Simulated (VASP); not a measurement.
# SiGe (P6_3mc) in VASP: further runs

The runs below take SiGe through single point, with PBEsol.

All numbers are computed with VASP 6.6.1; they aren't measurements. Logs are shortened: lines on timing, memory, paths and dates and some standing lists are left out, and cuts for length are marked.

## 1. The cell of the first run

The structure is hexagonal, space group P6_3mc (No. 186). Conventional cell: a = 3.862 Å, b = 3.862 Å, c = 6.378 Å, α = 90.00°, β = 90.00°, γ = 120.00°. Si (site symmetry 3m) has 4 Ge at 2.37 to 2.39 Å within 3.1 Å. Within 3.1 Å of Ge (site symmetry 3m) lie 4 Si at 2.37 to 2.39 Å.

## 2. Single point, PBEsol (strained cell)

INCAR reads:

```
SYSTEM = SiGe
PREC = Accurate ; ENCUT = 500
EDIFF = 1E-6 ; ISMEAR = 0
SIGMA = 0.02 ; LREAL = .FALSE.
LASPH = .TRUE. ; NELM = 120
ALGO = Normal ; ISIF = 2
LWAVE = .FALSE. ; LCHARG = .FALSE.
GGA = PS ; NBANDS = 26
GGA_COMPAT = .FALSE.
```

KPOINTS reads:

```
regular mesh
0
G
  9 9 6
  0 0 0
```

POSCAR reads:

```
SiGe
1.0
    3.8615908601      0.0000000000      0.0000000000
   -1.9307954301      3.3442357839      0.0000000000
    0.0000000000      0.0000000000      6.3783475668
Si Ge
2 2
Direct
    0.3333333333      0.6666666667      0.0000239282
    0.6666666667      0.3333333333      0.5000239282
    0.3333333333      0.6666666667      0.3739760718
    0.6666666667      0.3333333333      0.8739760718
```

Potentials or basis: VASP PAW PBE potentials, release 64 (Si, Ge_d).

On the command line:

```sh
$ cat potpaw_PBE.64/Si/POTCAR potpaw_PBE.64/Ge_d/POTCAR > POTCAR
$ mpirun -np 1 vasp_std > vasp.out
```

OUTCAR:

```text
SYSTEM = SiGe
   PREC = Accurate
   ENCUT = 500
   EDIFF = 1E-6
   ISMEAR = 0
   LREAL = .FALSE.
   LASPH = .TRUE.
   NELM = 120
   ISIF = 2
   GGA = PS

 ion  position               nearest neighbor table
   1  0.333  0.667  0.000-   4 2.37   4 2.37   4 2.37   3 2.39
   2  0.667  0.333  0.500-   3 2.37   3 2.37   3 2.37   4 2.39
   3  0.333  0.667  0.374-   2 2.37   2 2.37   2 2.37   1 2.39
   4  0.667  0.333  0.874-   1 2.37   1 2.37   1 2.37   2 2.39

  LATTYP: Found a hexagonal cell.
 ALAT       =     3.8615908601
 C/A-ratio  =     1.6517409011

  Lattice vectors:

 A1 = (   3.8615908601,   0.0000000000,   0.0000000000)
 A2 = (  -1.9307954301,   3.3442357839,   0.0000000000)
 A3 = (   0.0000000000,   0.0000000000,   6.3783475668)

Analysis of symmetry for initial positions (statically):
=====================================================================
 Subroutine PRICEL returns:
 Original cell was already a primitive cell.

 Routine SETGRP: Setting up the symmetry group for a
 hexagonal supercell.

 Subroutine GETGRP returns: Found 12 space group operations
 (whereof  6 operations were pure point group operations)
 out of a pool of 24 trial point group operations.

The static configuration has the point symmetry C_3v.
 The point group associated with its full space group is C_6v.

Analysis of symmetry for dynamics (positions and initial velocities):
=====================================================================
 Subroutine PRICEL returns:
 Original cell was already a primitive cell.

 Routine SETGRP: Setting up the symmetry group for a
 hexagonal supercell.

 Subroutine GETGRP returns: Found 12 space group operations
 (whereof  6 operations were pure point group operations)
 out of a pool of 24 trial point group operations.

The dynamic configuration has the point symmetry C_3v.
 The point group associated with its full space group is C_6v.

 Subroutine INISYM returns: Found 12 space group operations
 (whereof  6 operations are pure point group operations),
 and found     1 'primitive' translations

----------------------------------------------------------------------------------------

                                     Primitive cell

  volume of cell :      82.3704
[... 88 lines left out ...]
   LNONCOLLINEAR =      F non collinear calculations
   LSORBIT =      F    spin-orbit coupling
   LASPH  =      T    aspherical Exc in radial PAW
   ENCUT  =  500.0 eV  36.75 Ry    6.06 a.u.   7.04  7.04 11.63*2*pi/ulx,y,z
   NELM   =    120;   NELMIN=  2; NELMDL= -5     # of ELM steps
   EDIFF  = 0.1E-05   stopping-criterion for ELM
   LREAL  =      F    real-space projection
   EDIFFG = 0.1E-04   stopping-criterion for IOM
   NSW    =      0    number of steps for IOM
   IBRION =     -1    ionic relax: 0-MD 1-quasi-New 2-CG
   NFREE  =      0    steps in history (QN), initial steepest desc. (CG)
   ISIF   =      2    stress and relaxation
   ISYM   =      2    0-nonsym 1-usesym 2-fastsym
   POTIM  = 0.5000    time-step for ionic-motion
   TEBEG  =    0.0;   TEEND  =   0.0 temperature during run
   PSTRESS=    0.0 pullay stress
   NELECT =      36.0000    total number of electrons
   NUPDOWN=      -1.0000    fix difference up-down
   EMIN   =  10.00;   EMAX   =-10.00  energy-range for DOS
   EFERMI =   0.00;   METHOD = LEGACY
   ISMEAR =     0;   SIGMA  =   0.02  broadening in eV -4-tet -1-fermi 0-gaus
   EFERMI_NEDOS =   21; number of points for ismear=-14 and -15
   IALGO  =     38    algorithm
   IMIX   =      4    mixing-type and parameters
     AMIX     =   0.40;   BMIX     =  1.00
     AMIX_MAG =   1.60;   BMIX_MAG =  1.00
  volume/ion in A,a.u.               =      20.59       138.97
  Fermi-wavevector in a.u.,A,eV,Ry     =   1.242373  2.347744 21.000454  1.543490
  Thomas-Fermi vector in A             =   2.376730
   LORBIT       =      0    0 simple, 1 ext, 2 COOP (PROOUT), +10 PAW based schemes
   GGA     = PS    functional components
   LHFCALC =     F    Hartree Fock is set to
   AEXX    =    0.0000 exact exchange contribution
   IVDW    =     0    specifies the selected vdW correction
   LEPSILON=     F    determine dielectric tensor
   LRPA    =     F    only Hartree local field effects (RPA)
 non-spin polarized calculation
 Gauss-broadening in eV      SIGMA  =   0.02
  energy-cutoff  :      500.00
  volume of cell :       82.37
 maximum number of plane-waves:      2108
   NGX = 15   NGY = 15   NGZ = 23

 number of electron      35.9999996 magnetization

 Free energy of the ion-electron system (eV)
  ---------------------------------------------------
  ext. energy  EPLUGINS =         0.00000000
  ---------------------------------------------------
  free energy    TOTEN  =       -21.23843555 eV

  energy without entropy =      -21.23843555  energy(sigma->0) =      -21.23843555

 E-fermi :   6.0237     XC(G=0): -10.0118

 val. band max:        5.8778177605   @ k =   0.0000   0.0000   0.0000
 cond. band min:       6.2082225741   @ k =   0.4444   0.0000   0.0000
 fundamental gap:      0.3304048136
 Fermi energy:         6.0236816378

 k-point     1 :       0.0000    0.0000    0.0000
  band No.  band energies     occupation
      1     -18.6838      2.00000
      2     -18.6836      2.00000
      3     -18.6799      2.00000
      4     -18.6799      2.00000
      5     -18.6767      2.00000
      6     -18.6767      2.00000
[... 685 lines left out ...]
     25      13.3158      0.00000
     26      13.3562      0.00000

 [... further k-points ...]

------------------------ aborting loop because EDIFF is reached ----------------------------------------

  FORCE on cell =-STRESS in cart. coord.  units (eV):
  Direction    XX          YY          ZZ          XY          YZ          ZX
  --------------------------------------------------------------------------------------
  -------------------------------------------------------------------------------------
  Total        1.3046909      1.3046909      1.3517989     -0.0000000      0.0000000      0.0000000
  in kB       25.3773864     25.3773864     26.2936777     -0.0000000      0.0000000      0.0000000
  external PRESSURE =      25.6828168 kB  Pullay stress =       0.0000000 kB

 VOLUME and BASIS-vectors are now :
 -----------------------------------------------------------------------------
  energy-cutoff  :      500.00
  volume of cell :       82.37
      direct lattice vectors                 reciprocal lattice vectors
     3.861590860  0.000000000  0.000000000     0.258960629  0.149510989  0.000000000
    -1.930795430  3.344235784  0.000000000     0.000000000  0.299021978  0.000000000
     0.000000000  0.000000000  6.378347567     0.000000000  0.000000000  0.156780418

 POSITION                                       TOTAL-FORCE (eV/Angst)
 -----------------------------------------------------------------------------------
     -0.00000      2.22949      0.00015        -0.000000      0.000000      0.000097
      1.93080      1.11475      3.18933        -0.000000      0.000000      0.000097
     -0.00000      2.22949      2.38535         0.000000     -0.000000     -0.000097
      1.93080      1.11475      5.57452        -0.000000      0.000000     -0.000097
 -----------------------------------------------------------------------------------
    total drift:                               -0.000000     -0.000000     -0.001874

  FREE ENERGIE OF THE ION-ELECTRON SYSTEM (eV)
  ---------------------------------------------------
  free  energy   TOTEN  =       -21.2384355530 eV

  energy  without entropy=      -21.2384355530  energy(sigma->0) =      -21.23843555
```

OSZICAR:

```text
N       E                     dE             d eps       ncg     rms          rms(c)
DAV:   1     0.261026076240E+03    0.26103E+03   -0.17280E+04  2908   0.294E+03
DAV:   2     0.200056020705E+02   -0.24102E+03   -0.23147E+03  2536   0.620E+02
DAV:   3    -0.200030485382E+02   -0.40009E+02   -0.39558E+02  2990   0.151E+02
DAV:   4    -0.216110044918E+02   -0.16080E+01   -0.16042E+01  2984   0.334E+01
DAV:   5    -0.216443967219E+02   -0.33392E-01   -0.33381E-01  3046   0.544E+00    0.607E+00
DAV:   6    -0.213670039536E+02    0.27739E+00   -0.11352E-01  2884   0.241E+00    0.354E+00
DAV:   7    -0.212358881142E+02    0.13112E+00   -0.19983E-01  2700   0.279E+00    0.230E-01
DAV:   8    -0.212381392142E+02   -0.22511E-02   -0.17534E-02  3030   0.134E+00    0.110E-01
DAV:   9    -0.212383247239E+02   -0.18551E-03   -0.43314E-04  3280   0.181E-01    0.827E-02
DAV:  10    -0.212384122877E+02   -0.87564E-04   -0.90861E-05  2896   0.860E-02    0.256E-02
DAV:  11    -0.212384340475E+02   -0.21760E-04   -0.21463E-05  2698   0.237E-02    0.451E-03
DAV:  12    -0.212384352955E+02   -0.12479E-05   -0.16053E-06  2530   0.117E-02    0.212E-03
DAV:  13    -0.212384355530E+02   -0.25759E-06   -0.34831E-07  1816   0.514E-03
   1 F= -.21238436E+02 E0= -.21238436E+02  d E =-.368429E-27
```

stdout:

```text
POSCAR found type information on POSCAR SiGe
 POSCAR found :  2 types and       4 ions
 scaLAPACK will be used
 -----------------------------------------------------------------------------
|                                                                             |
|                                                                             |
|     You enforced a specific xc type in the INCAR file but a different       |
|     I HOPE YOU KNOW WHAT YOU ARE DOING!                                     |
|                                                                             |
 -----------------------------------------------------------------------------

 LDA part: xc-table for (Slater+PW92), standard interpolation
 POSCAR, INCAR and KPOINTS ok, starting setup
 FFT: planning ... GRIDC
 FFT: planning ... GRID_SOFT
 FFT: planning ... GRID
 WAVECAR not read
 entering main loop
```

Run time: 86 s. Hardware: 1 thread of AMD EPYC 7R13, shared host; peak memory 0.2 GiB.

What came out:

| Item | Value |
| --- | --- |
| Free energy | -21.2384 eV |
| Pressure | 2.6 GPa |
| Band gap on the k mesh | 0.33 eV (least direct gap 0.49 eV) |

Levels at points of the mesh, in eV from the valence-band top:
```csv
k point,band 14,band 15,band 16,band 17,band 18,band 19,band 20,band 21,band 22,band 23
"(0.00, 0.00, 0.00)",-1.64,-1.64,-0.34,0.00,0.00,0.49,1.74,2.01,2.01,2.74
"(0.00, 0.00, 0.50)",-4.65,-1.01,-1.01,-1.01,-1.01,1.30,1.30,3.08,3.08,3.08
```

Caveat: the cell differs from its parent crystal (strained cell); semilocal functionals underestimate gaps, and a narrow one can read as zero; the PAW data sets were made with another functional, which shifts forces and pressure a little.

## 3. Single point, PBEsol

INCAR reads:

```
SYSTEM = SiGe
  PREC = Accurate
  ENCUT = 500
  EDIFF = 1E-6
  ISMEAR = 0
  SIGMA = 0.01
  LREAL = .FALSE.
  LASPH = .TRUE.
  NELM = 120
  ALGO = Normal
  ISIF = 2
  LWAVE = .FALSE.
  LCHARG = .FALSE.
  GGA = PS
  NBANDS = 26
  GGA_COMPAT = .FALSE.
```

KPOINTS is that of step 2.

POSCAR is that of step 2.

Potentials or basis: VASP PAW PBE potentials, release 64 (Si, Ge_d).

On the command line:

```sh
$ cat potpaw_PBE.64/Si/POTCAR potpaw_PBE.64/Ge_d/POTCAR > POTCAR
$ mpirun -np 1 vasp_std > vasp.out
```

It took 88 s on 1 thread of AMD EPYC 7R13, shared host; peak memory 0.2 GiB.

Results (log left out):

| Item | Value |
| --- | --- |
| Free energy | -21.2384 eV |
| Pressure | 2.6 GPa |
| Band gap on the k mesh | 0.33 eV (least direct gap 0.49 eV) |

Stress tensor (GPa, compression positive):
```
2.54 0.00 0.00
0.00 2.54 0.00
0.00 0.00 2.63
```

Levels at points of the mesh, in eV from the valence-band top:
```csv
k point,band 14,band 15,band 16,band 17,band 18,band 19,band 20,band 21,band 22,band 23
"(0.00, 0.00, 0.00)",-1.64,-1.64,-0.34,0.00,0.00,0.49,1.74,2.01,2.01,2.74
"(0.00, 0.00, 0.50)",-4.65,-1.01,-1.01,-1.01,-1.01,1.30,1.30,3.08,3.08,3.08
```

Caveat: semilocal functionals underestimate gaps, and a narrow one can read as zero; the PAW data sets were made with another functional, which shifts forces and pressure a little.

## 4. Single point, PBEsol

INCAR reads:

```
PREC     = Accurate       # precision mode
ENCUT    = 500            # plane-wave cutoff, eV
EDIFF    = 1E-6           # SCF threshold, eV
ISMEAR   = 0              # smearing method
SIGMA    = 0.01           # smearing width, eV
LREAL    = False          # projectors in reciprocal space
LASPH    = True           # aspherical terms in the spheres
NELM     = 120            # most SCF steps
ALGO     = Normal         # electronic algorithm
ISIF     = 2              # what is computed and relaxed
LWAVE    = False          # write WAVECAR
LCHARG   = True           # write CHGCAR
GGA      = PS             # functional
LELF     = True           # ELF
LVHAR    = True         
NBANDS   = 26             # bands
GGA_COMPAT= False
```

KPOINTS reads:

```
regular mesh
0
Gamma
  9 9 6
```

POSCAR is that of step 3.

On the command line:

```sh
$ cat potpaw_PBE.64/Si/POTCAR potpaw_PBE.64/Ge_d/POTCAR > POTCAR
$ mpirun -np 1 vasp_std > vasp.out
```

Run time: 85 s. Hardware: 1 thread of AMD EPYC 7R13, shared host; peak memory 0.2 GiB.

The run converged. Its results:

```
Free energy            : -21.2384 eV
Pressure               : 2.6 GPa
Band gap on the k mesh : 0.33 eV (least direct gap 0.49 eV)
```

Stress tensor (GPa, compression positive):
```
2.54 0.00 0.00
0.00 2.54 0.00
0.00 0.00 2.63
```

Levels at points of the mesh, in eV from the valence-band top:
```
           k point  band 14  band 15  band 16  band 17  band 18  band 19  band 20  band 21  band 22  band 23
(0.00, 0.00, 0.00)    -1.64    -1.64    -0.34     0.00     0.00     0.49     1.74     2.01     2.01     2.74
(0.00, 0.00, 0.50)    -4.65    -1.01    -1.01    -1.01    -1.01     1.30     1.30     3.08     3.08     3.08
```

Caveat: semilocal functionals underestimate gaps, and a narrow one can read as zero; the PAW data sets were made with another functional, which shifts forces and pressure a little. A k mesh can miss the band edges.
